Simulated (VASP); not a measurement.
# Al36H in VASP: a series of runs

Al36H is run at these levels: PBE+D3(BJ); tasks: single point.

Program: VASP 6.6.1. These are calculated values, not measurements. Logs are shortened: lines on timing, memory, paths and dates and some standing lists are left out, and cuts for length are marked.

### Step 1. The cell of the first run

The cell holds a slab with vacuum, 37 atoms: a = 5.629 Å, b = 5.629 Å, c = 35.907 Å, α = 90.00°, β = 90.00°, γ = 120.00°.

### Step 2. Single point, PBE+D3(BJ)

INCAR

```
PREC = Accurate
ENCUT = 520
EDIFF = 1E-7
ISMEAR = 0
SIGMA = 0.1
LREAL = Auto
LASPH = T
NELM = 80
ALGO = Normal
ISIF = 2
LWAVE = F
LCHARG = F
LDIPOL = T
IDIPOL = 3
DIPOL = 0.5 0.5 0.378
GGA = PE
IVDW = 12
NBANDS = 78
```

KPOINTS

```
Automatic mesh
0
Gamma
  6 6 1
```

POSCAR

```
Al36H
1.0
    5.6288445219      0.0000000000      0.0000000000
   -2.8144222609      4.8747223499      0.0000000000
    0.0000000000      0.0000000000     35.9073562080
Al H
36 1
Direct
    0.1666666667      0.3333333333      0.1113977865
    0.1666666667      0.8333333333      0.1113977865
    0.6666666667      0.3333333333      0.1113977865
    0.6666666667      0.8333333333      0.1113977865
    0.0000000000      0.0000000000      0.1757372983
    0.0000000000      0.5000000000      0.1757372983
    0.5000000000      0.0000000000      0.1757372983
    0.5000000000      0.5000000000      0.1757372983
    0.3333333333      0.1666666667      0.2400768102
    0.3333333333      0.6666666667      0.2400768102
    0.8333333333      0.1666666667      0.2400768102
    0.8333333333      0.6666666667      0.2400768102
    0.0000000000      0.0000000000      0.3044163221
    0.0000000000      0.5000000000      0.3044163221
    0.5000000000      0.0000000000      0.3044163221
    0.5000000000      0.5000000000      0.3044163221
    0.1666666667      0.3333333333      0.3682539347
    0.1666666667      0.8333333333      0.3682539347
    0.6666666667      0.3333333333      0.3682539347
    0.6666666667      0.8333333333      0.3682539347
    0.0000000000      0.0000000000      0.4320699059
    0.0000000000      0.5000000000      0.4320699059
    0.5000000000      0.0000000000      0.4320699059
    0.5000000000      0.5000000000      0.4320699059
    0.3333333333      0.1666666667      0.4967844642
    0.3333333333      0.6666666667      0.4967844642
    0.8333333333      0.1666666667      0.4967844642
    0.8333333333      0.6666666667      0.4967844642
    0.0000000000      0.0000000000      0.5611166564
    0.0000000000      0.5000000000      0.5611166564
    0.5000000000      0.0000000000      0.5611166564
    0.5000000000      0.5000000000      0.5611166564
    0.1666666667      0.3333333333      0.6268174153
    0.1666666667      0.8333333333      0.6268174153
    0.6666666667      0.3333333333      0.6268174153
    0.6666666667      0.8333333333      0.6268174153
    0.1666666667      0.5833333333      0.7215055338
```

Potentials or basis: VASP PAW PBE potentials, release 64 (Al, H).

The run is started by

```console
$ cat potpaw_PBE.64/Al/POTCAR potpaw_PBE.64/H/POTCAR > POTCAR
$ mpirun -np 1 vasp_std > vasp.out
```

OUTCAR:

```text
PREC = Accurate
   ENCUT = 520
   EDIFF = 1E-7
   ISMEAR = 0
   LREAL = Auto
   LASPH = T
   NELM = 80
   ISIF = 2
   GGA = PE
   IVDW = 12
 IVDW          = 12

 ion  position               nearest neighbor table
   1  0.167  0.333  0.111-   2 2.81   2 2.81   3 2.81   3 2.81   4 2.81   4 2.81   5 2.82   8 2.82
                             6 2.82
   2  0.167  0.833  0.111-   1 2.81   1 2.81   4 2.81   4 2.81   3 2.81   3 2.81   6 2.82   7 2.82
                             5 2.82
   3  0.667  0.333  0.111-   4 2.81   4 2.81   1 2.81   1 2.81   2 2.81   2 2.81   7 2.82   6 2.82
                             8 2.82
   4  0.667  0.833  0.111-   3 2.81   3 2.81   2 2.81   2 2.81   1 2.81   1 2.81   8 2.82   5 2.82
                             7 2.82
   5  0.000  0.000  0.176-   6 2.81   6 2.81   7 2.81   7 2.81   8 2.81   8 2.81   1 2.82   4 2.82
                             2 2.82  12 2.82   9 2.82  11 2.82
   6  0.000  0.500  0.176-   5 2.81   5 2.81   8 2.81   8 2.81   7 2.81   7 2.81   2 2.82   3 2.82
                             1 2.82  11 2.82  10 2.82  12 2.82
   7  0.500  0.000  0.176-   8 2.81   8 2.81   5 2.81   5 2.81   6 2.81   6 2.81   3 2.82   2 2.82
                             4 2.82  10 2.82  11 2.82   9 2.82
   8  0.500  0.500  0.176-   7 2.81   7 2.81   6 2.81   6 2.81   5 2.81   5 2.81   4 2.82   1 2.82
                             3 2.82   9 2.82  12 2.82  10 2.82
   9  0.333  0.167  0.240-  10 2.81  10 2.81  11 2.81  11 2.81  12 2.81  12 2.81  16 2.82   8 2.82
[... 40 lines left out ...]
                            27 2.82  33 2.86  36 2.86  34 2.86
  30  0.000  0.500  0.561-  29 2.81  29 2.81  32 2.81  32 2.81  31 2.81  31 2.81  27 2.82  26 2.82
                            28 2.82  34 2.86  35 2.86  33 2.86
  31  0.500  0.000  0.561-  32 2.81  32 2.81  29 2.81  29 2.81  30 2.81  30 2.81  26 2.82  27 2.82
                            25 2.82  35 2.86  34 2.86  36 2.86
  32  0.500  0.500  0.561-  31 2.81  31 2.81  30 2.81  30 2.81  29 2.81  29 2.81  25 2.82  28 2.82
                            26 2.82  36 2.86  33 2.86  35 2.86
  33  0.167  0.333  0.627-  34 2.81  34 2.81  35 2.81  35 2.81  36 2.81  36 2.81  29 2.86  32 2.86
                            30 2.86
  34  0.167  0.833  0.627-  33 2.81  33 2.81  36 2.81  36 2.81  35 2.81  35 2.81  30 2.86  31 2.86
                            29 2.86
  35  0.667  0.333  0.627-  36 2.81  36 2.81  33 2.81  33 2.81  34 2.81  34 2.81  31 2.86  30 2.86
                            32 2.86
  36  0.667  0.833  0.627-  35 2.81  35 2.81  34 2.81  34 2.81  33 2.81  33 2.81  32 2.86  29 2.86
                            31 2.86
  37  0.167  0.583  0.722-

  LATTYP: Found a hexagonal cell.
 ALAT       =     5.6288445219
 C/A-ratio  =     6.3791700176

  Lattice vectors:

 A1 = (   5.6288445219,   0.0000000000,   0.0000000000)
 A2 = (  -2.8144222609,   4.8747223499,   0.0000000000)
 A3 = (   0.0000000000,   0.0000000000,  35.9073562080)

[... 203 lines left out ...]
     AMIX     =   0.40;   BMIX     =  1.00
     AMIX_MAG =   1.60;   BMIX_MAG =  1.00
  volume/ion in A,a.u.               =      26.63       179.70
  Fermi-wavevector in a.u.,A,eV,Ry     =   0.785898  1.485132  8.403442  0.617636
  Thomas-Fermi vector in A             =   1.890327
   LORBIT       =      0    0 simple, 1 ext, 2 COOP (PROOUT), +10 PAW based schemes
   GGA     = PE    functional components
   LHFCALC =     F    Hartree Fock is set to
   AEXX    =    0.0000 exact exchange contribution
   IVDW    =    12    specifies the selected vdW correction
   LEPSILON=     F    determine dielectric tensor
   LRPA    =     F    only Hartree local field effects (RPA)
 non-spin polarized calculation
 Gauss-broadening in eV      SIGMA  =   0.10
  energy-cutoff  :      520.00
  volume of cell :      985.26
 maximum number of plane-waves:     26641
 NGX is ok and might be reduce to    42
   NGX = 21   NGY = 21   NGZ =133

 dipolmoment           0.000000      0.000000     -1.203895 electrons x Angstroem

 number of electron     109.0000001 magnetization

 dipolmoment           0.000000      0.000000      0.325020 electrons x Angstroem

 Free energy of the ion-electron system (eV)
  ---------------------------------------------------
  ext. energy  EPLUGINS =         0.00000000
  ---------------------------------------------------
  free energy    TOTEN  =      -132.19616240 eV

  energy without entropy =     -132.09838489  energy(sigma->0) =     -132.14727364

 E-fermi :   2.8021     XC(G=0):  -6.6743

 val. band max:        2.8006118003   @ k =   0.3333   0.0000   0.0000
 cond. band min:       2.8091614454   @ k =  -0.1667   0.3333   0.0000
 fundamental gap:      0.0085496451
 Fermi energy:         2.8020657487

 k-point     1 :       0.0000    0.0000    0.0000
  band No.  band energies     occupation
      1      -8.5027      2.00000
      2      -8.2382      2.00000
      3      -7.8522      2.00000
      4      -7.2994      2.00000
      5      -6.6204      2.00000
      6      -5.8061      2.00000
[... 886 lines left out ...]
     65       5.4149      0.00000
     66       5.4162      0.00000
 [bands above 66 left out]

------------------------ aborting loop because EDIFF is reached ----------------------------------------

 vacuum level on the upper side and lower side of the slab       (xc-potential included)         0.953        -1.155

 Edisp (eV)  -11.25017

 E8    (eV) :    -5.0995

  FORCE on cell =-STRESS in cart. coord.  units (eV):
  Direction    XX          YY          ZZ          XY          YZ          ZX
  --------------------------------------------------------------------------------------
  -------------------------------------------------------------------------------------
  Total      -3.85405    -3.96186    -1.15726     0.09337     0.01045     0.01810
  in kB      -6.26722    -6.44254    -1.88187     0.15183     0.01699     0.02943
  external pressure =       -4.86 kB  Pullay stress =        0.00 kB

 VOLUME and BASIS-vectors are now :
 -----------------------------------------------------------------------------
  energy-cutoff  :      520.00
  volume of cell :      985.26
      direct lattice vectors                 reciprocal lattice vectors
     5.628844522  0.000000000  0.000000000     0.177656355  0.102569944  0.000000000
    -2.814422261  4.874722350  0.000000000     0.000000000  0.205139889  0.000000000
     0.000000000  0.000000000 35.907356208     0.000000000  0.000000000  0.027849447

 POSITION                                       TOTAL-FORCE (eV/Angst)
 -----------------------------------------------------------------------------------
      0.00000      1.62491      4.00000        -0.011936      0.015954     -0.112597
     -1.40721      4.06227      4.00000         0.007849     -0.018314     -0.112597
      2.81442      1.62491      4.00000         0.012927      0.007463     -0.107706
      1.40721      4.06227      4.00000        -0.008650     -0.004994     -0.111677
      0.00000      0.00000      6.31026         0.007274      0.004200      0.122353
     -1.40721      2.43736      6.31026         0.020064      0.011584      0.104789
[... 29 lines left out ...]
      1.40721      4.06227     22.50736         0.006191      0.003574      0.052885
     -0.70361      2.84359     25.90736         0.001597      0.000922     -0.643609
 -----------------------------------------------------------------------------------
    total drift:                               -0.000055     -0.000031     -0.028666

  FREE ENERGIE OF THE ION-ELECTRON SYSTEM (eV)
  ---------------------------------------------------
  free  energy   TOTEN  =      -143.4463316776 eV

  energy  without entropy=     -143.3485541666  energy(sigma->0) =     -143.39744292

 vacuum level on the upper side and lower side of the slab         8.924         6.790
```

stdout:

```text
POSCAR found type information on POSCAR AlH
 POSCAR found :  2 types and      37 ions
 scaLAPACK will be used
 LDA part: xc-table for (Slater+PW92), standard interpolation
 POSCAR, INCAR and KPOINTS ok, starting setup
 FFT: planning ... GRIDC
 FFT: planning ... GRID_SOFT
 FFT: planning ... GRID
 WAVECAR not read
 entering main loop
```

Run time: 32 min. Hardware: 1 thread of Intel Xeon 6975P-C (Granite Rapids), shared host; peak memory 1.2 GiB.

What came out:

```
Free energy                : -143.4463 eV
Largest force              : 0.644 eV/Å
Band gap on the k mesh     : zero (an odd number of electrons rules out a gap without spin polarisation)
Dispersion energy per atom : -0.304 eV
```

Forces in eV/Å, atoms in the order of the input:
```
Al  -0.012  0.016 -0.113
Al   0.008 -0.018 -0.113
Al   0.013  0.007 -0.108
Al  -0.009 -0.005 -0.112
Al   0.007  0.004  0.122
Al   0.020  0.012  0.105
Al  -0.007 -0.020  0.124
Al  -0.021  0.004  0.124
Al  -0.001  0.000 -0.026
Al  -0.016 -0.009 -0.027
Al   0.000  0.018 -0.024
Al   0.015 -0.009 -0.024
Al  -0.001 -0.001  0.009
Al   0.016  0.009  0.042
Al   0.001 -0.017  0.017
Al  -0.014  0.009  0.017
Al  -0.011  0.013  0.006
Al   0.006 -0.016  0.006
Al   0.010  0.006 -0.017
Al  -0.005 -0.003  0.001
Al  -0.003 -0.002  0.001
Al   0.013  0.007 -0.005
Al  -0.001 -0.014  0.019
Al  -0.013  0.007  0.019
Al   0.004  0.002  0.007
Al  -0.004 -0.002 -0.035
Al   0.004 -0.001 -0.003
Al   0.001  0.004 -0.003
Al   0.002  0.001 -0.019
Al   0.001  0.001  0.021
Al  -0.010  0.010 -0.010
Al   0.004 -0.014 -0.010
Al  -0.029  0.036  0.269
Al   0.017 -0.043  0.269
Al   0.006  0.004  0.062
Al   0.006  0.004  0.053
H    0.002  0.001 -0.644
```

### Step 3. Single point, PBE+D3(BJ)

INCAR

```
PREC = Accurate
ENCUT = 520
EDIFF = 1E-6
ISMEAR = 0
SIGMA = 0.1
LREAL = Auto
LASPH = True
NELM = 80
ALGO = Normal
ISIF = 2
LWAVE = False
LCHARG = False
LDIPOL = True
IDIPOL = 3
DIPOL = 0.5 0.5 0.378
GGA = PE
IVDW = 12
NBANDS = 78
```

KPOINTS

```
regular mesh
0
Gamma
  6 6 1
```

Edit POSCAR of step 2 so:

```diff
@@ -44,2 +44,2 @@
     0.6666666667      0.8333333333      0.6268174153
-    0.1666666667      0.5833333333      0.7215055338
+    0.3333333333      0.4166666667      0.7215055338
```

Potentials or basis: VASP PAW PBE potentials, release 64 (Al, H).

The run is started by

```console
$ cat potpaw_PBE.64/Al/POTCAR potpaw_PBE.64/H/POTCAR > POTCAR
$ mpirun -np 1 vasp_std > vasp.out
```

OUTCAR:

```text
PREC = Accurate
   ENCUT = 520
   EDIFF = 1E-6
   ISMEAR = 0
   LREAL = Auto
   LASPH = True
   NELM = 80
   ISIF = 2
   GGA = PE
   IVDW = 12
 IVDW          = 12

 ion  position               nearest neighbor table
   1  0.167  0.333  0.111-   2 2.81   2 2.81   3 2.81   3 2.81   4 2.81   4 2.81   5 2.82   8 2.82
                             6 2.82
   2  0.167  0.833  0.111-   1 2.81   1 2.81   4 2.81   4 2.81   3 2.81   3 2.81   6 2.82   7 2.82
                             5 2.82
   3  0.667  0.333  0.111-   4 2.81   4 2.81   1 2.81   1 2.81   2 2.81   2 2.81   7 2.82   6 2.82
                             8 2.82
   4  0.667  0.833  0.111-   3 2.81   3 2.81   2 2.81   2 2.81   1 2.81   1 2.81   8 2.82   5 2.82
                             7 2.82
   5  0.000  0.000  0.176-   6 2.81   6 2.81   7 2.81   7 2.81   8 2.81   8 2.81   1 2.82   4 2.82
                             2 2.82  12 2.82   9 2.82  11 2.82
   6  0.000  0.500  0.176-   5 2.81   5 2.81   8 2.81   8 2.81   7 2.81   7 2.81   2 2.82   3 2.82
                             1 2.82  11 2.82  10 2.82  12 2.82
   7  0.500  0.000  0.176-   8 2.81   8 2.81   5 2.81   5 2.81   6 2.81   6 2.81   3 2.82   2 2.82
                             4 2.82  10 2.82  11 2.82   9 2.82
[... 1212 lines left out ...]
 [bands above 66 left out]

------------------------ aborting loop because EDIFF is reached ----------------------------------------

 vacuum level on the upper side and lower side of the slab       (xc-potential included)         0.877        -1.215

 Edisp (eV)  -11.25006

 E8    (eV) :    -5.0995

  FORCE on cell =-STRESS in cart. coord.  units (eV):
  Direction    XX          YY          ZZ          XY          YZ          ZX
  --------------------------------------------------------------------------------------
  -------------------------------------------------------------------------------------
  Total      -3.87493    -3.81700    -1.31324    -0.05018    -0.06036    -0.10454
  in kB      -6.30119    -6.20697    -2.13551    -0.08159    -0.09815    -0.17000
  external pressure =       -4.88 kB  Pullay stress =        0.00 kB

 VOLUME and BASIS-vectors are now :
 -----------------------------------------------------------------------------
  energy-cutoff  :      520.00
  volume of cell :      985.26
      direct lattice vectors                 reciprocal lattice vectors
     5.628844522  0.000000000  0.000000000     0.177656355  0.102569944  0.000000000
    -2.814422261  4.874722350  0.000000000     0.000000000  0.205139889  0.000000000
     0.000000000  0.000000000 35.907356208     0.000000000  0.000000000  0.027849447

 POSITION                                       TOTAL-FORCE (eV/Angst)
 -----------------------------------------------------------------------------------
      0.00000      1.62491      4.00000         0.014079      0.008128     -0.115025
     -1.40721      4.06227      4.00000         0.002482      0.001433     -0.110155
      2.81442      1.62491      4.00000        -0.014901      0.006667     -0.107671
      1.40721      4.06227      4.00000        -0.001677     -0.016239     -0.107671
      0.00000      0.00000      6.31026         0.004414      0.022945      0.120351
     -1.40721      2.43736      6.31026         0.022078     -0.007649      0.120351
[... 29 lines left out ...]
      1.40721      4.06227     22.50736        -0.005797     -0.014626      0.094974
      0.70361      2.03113     25.90736        -0.032280     -0.018637     -0.672624
 -----------------------------------------------------------------------------------
    total drift:                                0.000134      0.000078     -0.028617

  FREE ENERGIE OF THE ION-ELECTRON SYSTEM (eV)
  ---------------------------------------------------
  free  energy   TOTEN  =      -143.4583309989 eV

  energy  without entropy=     -143.3620089472  energy(sigma->0) =     -143.41016997

 vacuum level on the upper side and lower side of the slab         8.866         6.736
```

OSZICAR:

```text
N       E                     dE             d eps       ncg     rms          rms(c)
DAV:   1     0.303844097557E+03    0.30384E+03   -0.36231E+04  2028   0.106E+03
DAV:   2    -0.108193965059E+03   -0.41204E+03   -0.38653E+03  2510   0.172E+02
DAV:   3    -0.134628295248E+03   -0.26434E+02   -0.25121E+02  2816   0.390E+01
[... 27 lines left out ...]
DAV:  31    -0.132208264771E+03   -0.97250E-05   -0.14724E-05  1798   0.499E-03    0.930E-03
DAV:  32    -0.132208265979E+03   -0.12074E-05   -0.19524E-06  1506   0.183E-03    0.365E-03
DAV:  33    -0.132208269603E+03   -0.36239E-05   -0.60376E-07  1696   0.190E-03    0.428E-03
DAV:  34    -0.132208271734E+03   -0.21317E-05   -0.69991E-07  1642   0.168E-03    0.134E-03
DAV:  35    -0.132208272519E+03   -0.78478E-06   -0.12848E-07  1266   0.104E-03
   1 F= -.14345833E+03 E0= -.14341017E+03  d E =-.963221E-01
```

stdout:

```text
POSCAR found type information on POSCAR AlH
 POSCAR found :  2 types and      37 ions
 scaLAPACK will be used
 LDA part: xc-table for (Slater+PW92), standard interpolation
 POSCAR, INCAR and KPOINTS ok, starting setup
 FFT: planning ... GRIDC
 FFT: planning ... GRID_SOFT
 FFT: planning ... GRID
 WAVECAR not read
 entering main loop
```

Run time: 40 min. Hardware: 1 thread of AMD EPYC 9R45 (Zen 5), shared host; peak memory 1.2 GiB.

What came out:

```yaml
Free_energy: -143.4583 eV
Largest_force: 0.674 eV/Å
Band_gap_on_the_k_mesh: zero (an odd number of electrons rules out a gap without spin polarisation)
Dispersion_energy_per_atom: -0.304 eV
```

Forces on the atoms (eV/Å):
```
Al   0.014  0.008 -0.115
Al   0.002  0.001 -0.110
Al  -0.015  0.007 -0.108
Al  -0.002 -0.016 -0.108
Al   0.004  0.023  0.120
Al   0.022 -0.008  0.120
Al  -0.005 -0.003  0.129
Al  -0.022 -0.013  0.104
Al  -0.008  0.020 -0.025
Al   0.013 -0.017 -0.025
Al   0.008  0.005 -0.026
Al  -0.014 -0.008 -0.025
Al   0.008  0.008  0.017
Al   0.011  0.003  0.017
Al  -0.007 -0.004  0.009
Al  -0.012 -0.007  0.042
Al   0.013  0.007  0.015
Al   0.000  0.000 -0.001
Al  -0.013  0.006 -0.008
Al  -0.001 -0.014 -0.008
Al   0.009  0.011  0.005
Al   0.015  0.002  0.005
Al  -0.006 -0.003  0.031
Al  -0.015 -0.008 -0.008
Al  -0.002  0.004 -0.021
Al   0.002 -0.004 -0.021
Al  -0.003 -0.002  0.005
Al   0.003  0.002  0.007
Al  -0.008 -0.002 -0.011
Al  -0.006 -0.005 -0.011
Al   0.015  0.008 -0.019
Al   0.000  0.000  0.021
Al   0.053  0.031  0.456
Al  -0.002 -0.001  0.031
Al  -0.016  0.002  0.095
Al  -0.006 -0.015  0.095
H   -0.032 -0.019 -0.673
```
